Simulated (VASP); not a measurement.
Write the native input for VASP 6.6.1 that does the following.

* Task: single point
* Functional: PBE
* Potentials or basis: VASP PAW PBE potentials, release 64 (Ag)
* Cutoff: 520 eV
* k mesh: 18 × 18 × 4
* Occupations: gaussian, width 0.1 eV
* Spin: no spin polarisation
* Dipole correction: no
* Further INCAR settings: ALGO = Fast; EDIFF = 1e-06; NBANDS = 30

The structure of Ag lies in POSCAR:

```
Ag
1.0
    2.8154707357      0.0000000000      0.0000000000
   -1.4077353679      2.4382691807      0.0000000000
    0.0000000000      0.0000000000      9.1569738637
Ag
4
Direct
    0.3333333333      0.6666666667      0.2500000000
    0.6666666667      0.3333333333      0.7500000000
    0.0000000000      0.0000000000      0.0000000000
    0.0000000000      0.0000000000      0.5000000000
```

This isn't the form of Ag at room conditions, which is fcc.

These files were run (other wordings do the same):

INCAR

```
SYSTEM = Ag
ALGO     = Fast           ! electronic algorithm
EDIFF    = 1E-6           ! SCF threshold, eV
ENCUT    = 520            ! plane-wave cutoff, eV
GGA      = PE             ! functional
ISIF     = 2              ! what is computed and relaxed
ISMEAR   = 0              ! smearing method
LASPH    = .True.         ! aspherical terms in the spheres
LCHARG   = .True.         ! write CHGCAR
LELF     = .True.         ! ELF
LREAL    = .False.        ! projectors in reciprocal space
LVHAR    = .True.       
LWAVE    = .False.        ! write WAVECAR
NBANDS   = 30             ! bands
NELM     = 80             ! most SCF steps
PREC     = Accurate       ! precision mode
SIGMA    = 0.1            ! smearing width, eV
```

KPOINTS

```
k-points
0
Gamma
  18 18 4
  0 0 0
```

Potentials or basis: VASP PAW PBE potentials, release 64 (Ag).

Launch:

```sh
$ cat potpaw_PBE.64/Ag/POTCAR > POTCAR
$ mpirun -np 1 vasp_std > vasp.out
```

Results of the run:

* Pressure: 16.4 GPa
* Band gap on the k mesh: zero (bands 22 and 23 overlap by 6.78 eV)

Caveat: the cell stands under pressure.

It took 3.9 min on 1 thread of Intel(R) Xeon(R) Platinum 8259CL CPU @ 2.50GHz (Skylake/Cascade Lake), with other jobs on the host, peak memory 0.29 GiB.
